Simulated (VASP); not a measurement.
# Fe2O3 (R-3c) in VASP: single point with PBE+U

Aim: the single point of Fe2O3 with PBE+U.

All numbers are computed with VASP 6.6.1; they aren't measurements. Logs are shortened: lines on timing, memory, paths and dates and some standing lists are left out, and cuts for length are marked.

## 1. The cell of the first run

Symmetry: R-3c, No. 167, trigonal system. The conventional cell has a = 5.038 Å, b = 5.038 Å, c = 13.772 Å, α = 90.00°, β = 90.00°, γ = 120.00°. Within 2.6 Å of Fe (site symmetry 3) lie 6 O at 1.95 to 2.12 Å. Within 2.9 Å of O (site symmetry 2) lie 4 Fe at 1.95 to 2.12 Å and 8 O at 2.67 to 2.89 Å.

## 2. Single point, PBE+U

Input file INCAR:

```
SYSTEM = Fe2O3
  PREC = Accurate
  ENCUT = 700
  EDIFF = 1E-6
  ISMEAR = -1
  SIGMA = 0.05
  LREAL = .FALSE.
  LASPH = .TRUE.
  NELM = 200
  ALGO = Normal
  ISIF = 2
  LWAVE = .FALSE.
  LCHARG = .FALSE.
  LMAXMIX = 4
  LDAU = .TRUE.
  LDAUTYPE = 2
  LDAUL = 2 -1
  LDAUU = 4 0
  LDAUJ = 0 0
  LDAUPRINT = 1
  GGA = PE
  NBANDS = 61
  GGA_COMPAT = .FALSE.
```

Input file KPOINTS:

```
Automatic mesh
0
G
  5 5 5
  0 0 0
```

Input file POSCAR:

```
Fe2O3
1.0
    2.5190000000      1.4543453300      4.5906666700
   -2.5190000000      1.4543453300      4.5906666700
    0.0000000000     -2.9086906600      4.5906666700
Fe O
4 6
Direct
    0.3553000000      0.3553000000      0.3553000000
    0.1447000000      0.1447000000      0.1447000000
    0.6447000000      0.6447000000      0.6447000000
    0.8553000000      0.8553000000      0.8553000000
    0.5559000000      0.9441000000      0.2500000000
    0.2500000000      0.5559000000      0.9441000000
    0.9441000000      0.2500000000      0.5559000000
    0.4441000000      0.0559000000      0.7500000000
    0.7500000000      0.4441000000      0.0559000000
    0.0559000000      0.7500000000      0.4441000000
```

Potentials or basis: VASP PAW PBE potentials, release 64 (Fe_sv, O).

Started as:

```sh
> cat potpaw_PBE.64/Fe_sv/POTCAR potpaw_PBE.64/O/POTCAR > POTCAR
> mpirun -np 1 vasp_std > vasp.out
```

OUTCAR:

```text
SYSTEM = Fe2O3
   PREC = Accurate
   ENCUT = 700
   EDIFF = 1E-6
   ISMEAR = -1
   LREAL = .FALSE.
   LASPH = .TRUE.
   NELM = 200
   ISIF = 2
   GGA = PE

 ion  position               nearest neighbor table
   1  0.355  0.355  0.355-  10 1.95   8 1.95   9 1.95   5 2.12   6 2.12   7 2.12
   2  0.145  0.145  0.145-   9 1.95   8 1.95  10 1.95   5 2.12   7 2.12   6 2.12
   3  0.645  0.645  0.645-   7 1.95   5 1.95   6 1.95   8 2.12   9 2.12  10 2.12
   4  0.855  0.855  0.855-   6 1.95   5 1.95   7 1.95   8 2.12  10 2.12   9 2.12
   5  0.556  0.944  0.250-   3 1.95   4 1.95   1 2.12   2 2.12
   6  0.250  0.556  0.944-   4 1.95   3 1.95   1 2.12   2 2.12
   7  0.944  0.250  0.556-   3 1.95   4 1.95   2 2.12   1 2.12
   8  0.444  0.056  0.750-   1 1.95   2 1.95   3 2.12   4 2.12
   9  0.750  0.444  0.056-   2 1.95   1 1.95   3 2.12   4 2.12
  10  0.056  0.750  0.444-   1 1.95   2 1.95   4 2.12   3 2.12

  LATTYP: Found a trigonal (rhomboedric) cell.
 ALAT       =     5.4345838676
 COS(alpha) =     0.5703114898

  Lattice vectors:

 A1 = (   2.5190000000,   1.4543453300,   4.5906666700)
 A2 = (  -2.5190000000,   1.4543453300,   4.5906666700)
 A3 = (   0.0000000000,  -2.9086906600,   4.5906666700)

Analysis of symmetry for initial positions (statically):
=====================================================================
 Subroutine PRICEL returns:
 Original cell was already a primitive cell.

 Routine SETGRP: Setting up the symmetry group for a
 trigonal (rhombohedral) supercell.

 Subroutine GETGRP returns: Found 12 space group operations
 (whereof  6 operations were pure point group operations)
 out of a pool of 12 trial point group operations.

The static configuration has the point symmetry S_6 .
 The point group associated with its full space group is D_3d.

Analysis of symmetry for dynamics (positions and initial velocities):
=====================================================================
 Subroutine PRICEL returns:
 Original cell was already a primitive cell.

 Routine SETGRP: Setting up the symmetry group for a
 trigonal (rhombohedral) supercell.

 Subroutine GETGRP returns: Found 12 space group operations
 (whereof  6 operations were pure point group operations)
 out of a pool of 12 trial point group operations.

The dynamic configuration has the point symmetry S_6 .
 The point group associated with its full space group is D_3d.

 Subroutine INISYM returns: Found 12 space group operations
 (whereof  6 operations are pure point group operations),
 and found     1 'primitive' translations

----------------------------------------------------------------------------------------

                                     Primitive cell

  volume of cell :     100.9073

  direct lattice vectors                    reciprocal lattice vectors
     2.519000000  1.454345330  4.590666670     0.198491465  0.114599101  0.072611095
    -2.519000000  1.454345330  4.590666670    -0.198491465  0.114599101  0.072611095
     0.000000000 -2.908690660  4.590666670     0.000000000 -0.229198201  0.072611095

  length of vectors
     5.434583868  5.434583868  5.434583869     0.240425012  0.240425012  0.240425012

  position of ions in fractional coordinates (direct lattice)
     0.355300000  0.355300000  0.355300000
     0.144700000  0.144700000  0.144700000
     0.644700000  0.644700000  0.644700000
     0.855300000  0.855300000  0.855300000
     0.555900000  0.944100000  0.250000000
     0.250000000  0.555900000  0.944100000
     0.944100000  0.250000000  0.555900000
     0.444100000  0.055900000  0.750000000
     0.750000000  0.444100000  0.055900000
[... 65 lines left out ...]
   dimension x,y,z NGX =    48 NGY =   48 NGZ =   48
   dimension x,y,z NGXF=    96 NGYF=   96 NGZF=   96
   ions per type =               4   6
   NGX,Y,Z   is equivalent  to a cutoff of  14.68, 14.68, 14.68 a.u.
   NGXF,Y,Z  is equivalent  to a cutoff of  29.37, 29.37, 29.37 a.u.
 SYSTEM =  Fe2O3
   PREC   = accura    normal or accurate (medium, high low for compatibility)
   ISTART =      0    job   : 0-new  1-cont  2-samecut
   ICHARG =      2    charge: 1-file 2-atom 10-const
   ISPIN  =      1    spin polarized calculation?
   LNONCOLLINEAR =      F non collinear calculations
   LSORBIT =      F    spin-orbit coupling
   LASPH  =      T    aspherical Exc in radial PAW
   ENCUT  =  700.0 eV  51.45 Ry    7.17 a.u.  11.72 11.72 11.72*2*pi/ulx,y,z
   NELM   =    200;   NELMIN=  2; NELMDL= -5     # of ELM steps
   EDIFF  = 0.1E-05   stopping-criterion for ELM
   LREAL  =      F    real-space projection
   EDIFFG = 0.1E-04   stopping-criterion for IOM
   NSW    =      0    number of steps for IOM
   IBRION =     -1    ionic relax: 0-MD 1-quasi-New 2-CG
   NFREE  =      0    steps in history (QN), initial steepest desc. (CG)
   ISIF   =      2    stress and relaxation
   ISYM   =      2    0-nonsym 1-usesym 2-fastsym
   POTIM  = 0.5000    time-step for ionic-motion
   TEBEG  =    0.0;   TEEND  =   0.0 temperature during run
   PSTRESS=    0.0 pullay stress
   NELECT =     100.0000    total number of electrons
   NUPDOWN=      -1.0000    fix difference up-down
   EMIN   =  10.00;   EMAX   =-10.00  energy-range for DOS
   EFERMI =   0.00;   METHOD = LEGACY
   ISMEAR =    -1;   SIGMA  =   0.05  broadening in eV -4-tet -1-fermi 0-gaus
   EFERMI_NEDOS =   21; number of points for ismear=-14 and -15
   IALGO  =     38    algorithm
   IMIX   =      4    mixing-type and parameters
     AMIX     =   0.40;   BMIX     =  1.00
     AMIX_MAG =   1.60;   BMIX_MAG =  1.00
  volume/ion in A,a.u.               =      10.09        68.10
  Fermi-wavevector in a.u.,A,eV,Ry     =   1.632177  3.084367 36.245945  2.664002
  Thomas-Fermi vector in A             =   2.724191
   LORBIT       =      0    0 simple, 1 ext, 2 COOP (PROOUT), +10 PAW based schemes
 LDA+U is selected, type is set to LDAUTYPE =  2
   angular momentum for each species LDAUL =     2   -1
   U (eV)           for each species LDAUU =   4.0  0.0
   J (eV)           for each species LDAUJ =   0.0  0.0
   GGA     = PE    functional components
   LHFCALC =     F    Hartree Fock is set to
   AEXX    =    0.0000 exact exchange contribution
   IVDW    =     0    specifies the selected vdW correction
   LEPSILON=     F    determine dielectric tensor
   LRPA    =     F    only Hartree local field effects (RPA)
 non-spin polarized calculation
  energy-cutoff  :      700.00
  volume of cell :      100.91
 maximum number of plane-waves:      4268
   NGX = 23   NGY = 23   NGZ = 23

atom =   1  type =  1  l = 2

 onsite density matrix

spin component  1
[... 116 lines left out ...]
  o =  0.2111  v =  0.1293 -0.0000  0.0000 -0.7563 -0.6413  0.0000  0.0000  0.0000  0.0000  0.0000      0.0000  0.0000  0.0000  0.0000  0.0000  0.0000  0.0000  0.0000  0.0000  0.0000
  o =  0.2111  v =  0.0000  0.0000  0.0000  0.0000  0.0000  0.1293 -0.0000  0.0000 -0.7563 -0.6413      0.0000  0.0000  0.0000  0.0000  0.0000  0.0000  0.0000  0.0000  0.0000  0.0000
  o =  0.2111  v =  0.6413 -0.7563 -0.0000  0.0000  0.1293  0.0000  0.0000  0.0000  0.0000  0.0000      0.0000  0.0000  0.0000  0.0000  0.0000  0.0000  0.0000  0.0000  0.0000  0.0000
  o =  0.2111  v =  0.0000  0.0000  0.0000  0.0000  0.0000  0.6413 -0.7563 -0.0000  0.0000  0.1293      0.0000  0.0000  0.0000  0.0000  0.0000  0.0000  0.0000  0.0000  0.0000  0.0000
  o =  0.5722  v =  0.0000  0.0000 -1.0000 -0.0000  0.0000  0.0000  0.0000  0.0000  0.0000  0.0000      0.0000  0.0000  0.0000  0.0000  0.0000  0.0000  0.0000  0.0000  0.0000  0.0000
  o =  0.5722  v =  0.0000  0.0000  0.0000  0.0000  0.0000  0.0000  0.0000 -1.0000 -0.0000  0.0000      0.0000  0.0000  0.0000  0.0000  0.0000  0.0000  0.0000  0.0000  0.0000  0.0000
  o =  0.8726  v =  0.0000  0.0000  0.0000  0.0000  0.0000  0.1495  0.0000 -0.0000  0.6542 -0.7414      0.0000  0.0000  0.0000  0.0000  0.0000  0.0000  0.0000  0.0000  0.0000  0.0000
  o =  0.8726  v =  0.1495  0.0000 -0.0000  0.6542 -0.7414  0.0000  0.0000  0.0000  0.0000  0.0000      0.0000  0.0000  0.0000  0.0000  0.0000  0.0000  0.0000  0.0000  0.0000  0.0000
  o =  0.8726  v = -0.7414 -0.6542 -0.0000  0.0000 -0.1495  0.0000  0.0000  0.0000  0.0000  0.0000      0.0000  0.0000  0.0000  0.0000  0.0000  0.0000  0.0000  0.0000  0.0000  0.0000
  o =  0.8726  v =  0.0000  0.0000  0.0000  0.0000  0.0000 -0.7414 -0.6542 -0.0000  0.0000 -0.1495      0.0000  0.0000  0.0000  0.0000  0.0000  0.0000  0.0000  0.0000  0.0000  0.0000

 number of electron     100.0000024 magnetization

 Free energy of the ion-electron system (eV)
  ---------------------------------------------------
  ext. energy  EPLUGINS =         0.00000000
  ---------------------------------------------------
  free energy    TOTEN  =       -58.52920061 eV

  energy without entropy =      -58.45417894  energy(sigma->0) =      -58.49168977

 E-fermi :   6.0316     XC(G=0): -11.9012

 val. band max:        6.0311958298   @ k =  -0.4000   0.2000   0.0000
 cond. band min:       6.0457055192   @ k =   0.4000   0.0000  -0.0000
 fundamental gap:      0.0145096895
 Fermi energy:         6.0315937385

 k-point     1 :       0.0000    0.0000    0.0000
  band No.  band energies     occupation
      1     -80.7328      2.00000
      2     -80.7298      2.00000
      3     -80.7283      2.00000
      4     -80.7259      2.00000
      5     -47.0240      2.00000
      6     -47.0159      2.00000
[... 1205 lines left out ...]
     60       9.3990      0.00000
     61      14.0370      0.00000

------------------------ aborting loop because EDIFF is reached ----------------------------------------

  FORCE on cell =-STRESS in cart. coord.  units (eV):
  Direction    XX          YY          ZZ          XY          YZ          ZX
  --------------------------------------------------------------------------------------
  -------------------------------------------------------------------------------------
  Total      -15.0039481    -15.0039482    -14.4661062     -0.0000000     -0.0000000      0.0000000
  in kB     -238.2283365   -238.2283371   -229.6886378     -0.0000000     -0.0000000      0.0000000
  external PRESSURE =    -235.3817705 kB  Pullay stress =       0.0000000 kB

 VOLUME and BASIS-vectors are now :
 -----------------------------------------------------------------------------
  energy-cutoff  :      700.00
  volume of cell :      100.91
      direct lattice vectors                 reciprocal lattice vectors
     2.519000000  1.454345330  4.590666670     0.198491465  0.114599101  0.072611095
    -2.519000000  1.454345330  4.590666670    -0.198491465  0.114599101  0.072611095
     0.000000000 -2.908690660  4.590666670     0.000000000 -0.229198201  0.072611095

 POSITION                                       TOTAL-FORCE (eV/Angst)
 -----------------------------------------------------------------------------------
      0.00000      0.00000      4.89319        -0.000000     -0.000000     -0.825362
      0.00000      0.00000      1.99281        -0.000000     -0.000000      0.825362
      0.00000      0.00000      8.87881        -0.000000     -0.000000      0.825362
      0.00000      0.00000     11.77919        -0.000000     -0.000000     -0.825362
     -0.97788      1.45435      8.03367         0.276583     -0.000000      0.000000
     -0.77056     -1.57404      8.03367        -0.138291      0.239528      0.000000
      1.74844      0.11969      8.03367        -0.138291     -0.239528      0.000000
      0.97788     -1.45435      5.73833        -0.276583     -0.000000     -0.000000
      0.77056      1.57404      5.73833         0.138291     -0.239528      0.000000
     -1.74844     -0.11969      5.73833         0.138291      0.239528      0.000000
 -----------------------------------------------------------------------------------
    total drift:                               -0.000000      0.000000      0.000000

  FREE ENERGIE OF THE ION-ELECTRON SYSTEM (eV)
  ---------------------------------------------------
  free  energy   TOTEN  =       -58.5292006121 eV

  energy  without entropy=      -58.4541789361  energy(sigma->0) =      -58.49168977
```

Run time: 4.9 min. Hardware: 1 thread of Intel Xeon Platinum 8488C (Sapphire Rapids), shared host; peak memory 0.4 GiB.

What came out:

* Free energy: -58.5292 eV
* Pressure: -23.5 GPa
* Largest force: 0.825 eV/Å
* Band gap on the k mesh: 0.02 eV (least direct gap 0.07 eV)

Forces on the atoms (eV/Å):
```
Fe   0.000  0.000 -0.825
Fe   0.000  0.000  0.825
Fe   0.000  0.000  0.825
Fe   0.000  0.000 -0.825
O    0.277  0.000  0.000
O   -0.138  0.240  0.000
O   -0.138 -0.240  0.000
O   -0.277  0.000  0.000
O    0.138 -0.240  0.000
O    0.138  0.240  0.000
```

Eigenvalues of the final occupation matrices:
| site | spin | trace | eigenvalues |
| --- | --- | --- | --- |
| site 1 d | 1 | 2.74 | 0.21 0.21 0.57 0.87 0.87 |
| site 1 d | 2 | 2.74 | 0.21 0.21 0.57 0.87 0.87 |
| site 2 d | 1 | 2.74 | 0.21 0.21 0.57 0.87 0.87 |
| site 2 d | 2 | 2.74 | 0.21 0.21 0.57 0.87 0.87 |
| site 3 d | 1 | 2.74 | 0.21 0.21 0.57 0.87 0.87 |
| site 3 d | 2 | 2.74 | 0.21 0.21 0.57 0.87 0.87 |
| site 4 d | 1 | 2.74 | 0.21 0.21 0.57 0.87 0.87 |
| site 4 d | 2 | 2.74 | 0.21 0.21 0.57 0.87 0.87 |

Caveat: the cell stands under tension; the smearing spreads over this small gap; semilocal functionals underestimate gaps, and a narrow one can read as zero; the run has no spin polarisation, though such a crystal can be magnetic.
